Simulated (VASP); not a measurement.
Set up this calculation in VASP 6.6.1, as the native input.

| Property | Result |
| --- | --- |
| Task | single point |
| Functional | LDA |
| Potentials or basis | VASP PAW LDA potentials, release 64 (Ni) |
| Cutoff | 520 eV |
| k mesh | 12 × 12 × 9 |
| Occupations | fermi-dirac, width 0.1 eV |
| Spin | no spin polarisation |
| Hubbard terms | Ni d U = 2.0 eV |
| Dipole correction | no |
| Further INCAR settings | ALGO = Normal; EDIFF = 1e-06; NBANDS = 17 |

The structure of Ni lies in POSCAR:

```
Ni
1.0
    0.0000000000     -1.7619350000      1.7619350000
    0.0000000000      1.7619350000      1.7619350000
   -3.5238700000      0.0000000000      0.0000000000
Ni
2
Direct
    0.0000000000      0.0000000000      0.0000000000
    0.5000000000      0.5000000000      0.5000000000
```

These files were run (other wordings do the same):

INCAR

```
SYSTEM = Ni
ALGO = Normal ; EDIFF = 1E-6
ENCUT = 520 ; ISIF = 2
ISMEAR = -1 ; LASPH = .TRUE.
LCHARG = .FALSE. ; LDAU = .TRUE.
LDAUJ = 0 ; LDAUL = 2
LDAUPRINT = 1 ; LDAUTYPE = 2
LDAUU = 2 ; LMAXMIX = 4
LREAL = .FALSE. ; LWAVE = .FALSE.
NBANDS = 17 ; NELM = 150
PREC = Accurate ; SIGMA = 0.1
```

KPOINTS

```
k-points
0
G
  12 12 9
  0 0 0
```

Potentials or basis: VASP PAW LDA potentials, release 64 (Ni).

The run is started by

```sh
$ cat potpaw_LDA.64/Ni/POTCAR > POTCAR
$ mpirun -np 1 vasp_std > vasp.out
```

It gave:

```
Pressure               : -22.7 GPa
Band gap on the k mesh : zero (bands 10 and 11 overlap by 0.72 eV)
```

Caveat: the cell stands under tension; the run has no spin polarisation, though such a crystal can be magnetic; U without spin polarisation on a metal has little footing; the U is typed as a test and isn't derived for this compound.

It took 70 s on 1 thread of Intel Xeon 8259CL, with other jobs on the host, peak memory 0.15 GiB.
